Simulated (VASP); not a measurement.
A run of VASP 6.6.1:

The input INCAR:

```
SYSTEM = CaZn3
PREC = Accurate
ENCUT = 520
EDIFF = 1E-7
ISMEAR = 1
SIGMA = 0.15
LREAL = .FALSE.
LASPH = .TRUE.
NELM = 80
ALGO = Normal
ISIF = 2
LWAVE = .FALSE.
LCHARG = .FALSE.
GGA = CA
NBANDS = 31
```

File KPOINTS:

```
regular mesh
0
G
  5 5 5
  0 0 0
```

Contents of POSCAR:

```
CaZn3
1.0
    4.1633278532      0.0000000000      0.0000000000
    0.0000000000      4.1633278532      0.0000000000
    0.0000000000      0.0000000000      4.1633278532
Ca Zn
1 3
Direct
    0.0000000000      0.0000000000      0.0000000000
    0.5000000000      0.5000000000      0.0000000000
    0.5000000000      0.0000000000      0.5000000000
    0.0000000000      0.5000000000      0.5000000000
```

Potentials or basis: VASP PAW LDA potentials, release 64 (Ca_sv, Zn).

Run with:

```sh
$ cat potpaw_LDA.64/Ca_sv/POTCAR potpaw_LDA.64/Zn/POTCAR > POTCAR
$ mpirun -np 1 vasp_std > vasp.out
```

Hardware: 1 thread of Intel(R) Xeon(R) Platinum 8488C (Sapphire Rapids) (shared host).

Question: Estimate the wall time of this run.

Answer: Run time: 14 s on 1 thread of Intel(R) Xeon(R) Platinum 8488C (Sapphire Rapids) (shared host), peak memory 0.16 GiB. Counts: scf iterations 13, k points 10.
